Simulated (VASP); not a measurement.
Here is a VASP 6.6.1 calculation.

INCAR

```
SYSTEM = V
ALGO = Normal
EDIFF = 1E-6
ENCUT = 520
GGA = PS
ISIF = 2
ISMEAR = -1
LASPH = .True.
LCHARG = .False.
LREAL = .False.
LWAVE = .False.
NBANDS = 12
NELM = 100
PREC = Accurate
SIGMA = 0.1
```

The input KPOINTS:

```
k-points
0
Gamma
  14 14 14
  0 0 0
```

File POSCAR:

```
V
1.0
    0.0000000000      1.8857067481      1.8857067481
    1.8857067481      0.0000000000      1.8857067481
    1.8857067481      1.8857067481      0.0000000000
V
1
Direct
    0.0000000000      0.0000000000      0.0000000000
```

Potentials or basis: VASP PAW PBE potentials, release 64 (V_sv).

Launch:

```bash
$ cat potpaw_PBE.64/V_sv/POTCAR > POTCAR
$ mpirun -np 1 vasp_std > vasp.out
```

Q: Predict the pressure.

A: 0.1 GPa.

Caveat: the PAW data sets were made with another functional, which shifts forces and pressure a little.
